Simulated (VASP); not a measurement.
Crystal: BAs.

```
B As
1.0
     0.00000    2.40963    2.40963
     2.40963    0.00000    2.40963
     2.40963    2.40963    0.00000
B As
1 1
Direct
  0.25000 0.25000 0.25000
  0.00000 0.00000 0.00000
```

Base run:

| Item | Value |
| --- | --- |
| Program | VASP 6.6.1 |
| Functional | PBE |
| Potentials or basis | VASP PAW PBE potentials, release 64 (B, As) |
| Cutoff | 500 eV |
| k mesh | 6 × 6 × 6 |
| Occupations | gaussian, width 0.1 eV |
| Spin | collinear spin, zero start |
| Starting moments | [0.0, 0.0] μB |

Its results: band gap on the k mesh 1.29 eV, indirect (least direct gap 3.24 eV); pressure -0.2 GPa; net moment 0.00 μB per cell.

**Question.** The run is repeated on the same cell with these changes: functional from PBE to BLYP. What comes out?

**Answer.** Band gap on the k mesh 1.50 eV, indirect (least direct gap 3.33 eV); pressure 4.9 GPa; net moment 0.00 μB per cell.

BLYP binds less tightly than PBE, so the same cell stands under more pressure.

Caveats: the PAW data sets were made with another functional, which shifts forces and pressure a little (some runs).

A k mesh can miss the band edges.
